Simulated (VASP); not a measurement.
Wanted: the native input for a VASP 6.6.1 run.

| Quantity | Value |
| --- | --- |
| Task | relaxation of cell and atoms |
| Functional | PBE |
| Potentials or basis | VASP PAW PBE potentials, release 64 (Ta_pv, F) |
| Cutoff | 600 eV |
| k mesh | 7 × 7 × 7 |
| Occupations | fermi-dirac, width 0.05 eV |
| Spin | no spin polarisation |
| Target pressure | 30 GPa |
| Dipole correction | no |
| Further INCAR settings | ALGO = Normal; EDIFF = 1e-06; IBRION = 2; EDIFFG = -0.01; NSW = 60; ISIF = 3 |

The structure of TaF3 lies in POSCAR:

```
TaF3
1.0
    3.9012000000      0.0000000000      0.0000000000
    0.0000000000      3.9012000000      0.0000000000
    0.0000000000      0.0000000000      3.9012000000
Ta F
1 3
Direct
    0.0000000000      0.0000000000      0.0000000000
    0.0000000000      0.0000000000      0.5000000000
    0.0000000000      0.5000000000      0.0000000000
    0.5000000000      0.0000000000      0.0000000000
```

The input as run:

INCAR

```
SYSTEM = TaF3
PREC     = Accurate       ! precision mode
ENCUT    = 600            ! plane-wave cutoff, eV
EDIFF    = 1E-6           ! SCF threshold, eV
ISMEAR   = -1             ! smearing method
SIGMA    = 0.05           ! smearing width, eV
LREAL    = .False.        ! projectors in reciprocal space
LASPH    = .True.         ! aspherical terms in the spheres
NELM     = 100            ! most SCF steps
ALGO     = Normal         ! electronic algorithm
ISIF     = 3              ! what is computed and relaxed
LWAVE    = .False.        ! write WAVECAR
LCHARG   = .False.        ! write CHGCAR
GGA      = PE             ! functional
IBRION   = 2              ! ionic algorithm
NSW      = 60             ! ionic steps
EDIFFG   = -0.01          ! ionic threshold
PSTRESS  = 300.0
```

KPOINTS

```
Automatic mesh
0
Gamma
  7 7 7
  0 0 0
```

Potentials or basis: VASP PAW PBE potentials, release 64 (Ta_pv, F).

Launch:

```console
$ cat potpaw_PBE.64/Ta_pv/POTCAR potpaw_PBE.64/F/POTCAR > POTCAR
$ mpirun -np 1 vasp_std > vasp.out
```

It gave:

The relaxed volume is 14.58 Å³/atom. The relaxed cell is a = 3.878 Å, b = 3.878 Å, c = 3.878 Å, α = 90.00°, β = 90.00°, γ = 90.00°, the space group after relaxing (to 0.05 Å) is Pm-3m (No. 221) and the energy change on relaxing (the enthalpy is what falls) is +45.5 meV/atom. The ionic steps are 3. The pressure after relaxing is 30.0 GPa and the band gap on the k mesh is zero (band 16 reaches 6.81 eV, above the bottom of band 17 at 3.89 eV).

Caveat: the cell is relaxed towards a set pressure, so the enthalpy falls and the energy may rise; spin-orbit coupling is left out, which moves the levels of the heavy elements.

It took 27 s on 1 thread of AMD EPYC 9R45 96-Core Processor (Zen 5) (shared host), peak memory 0.17 GiB.
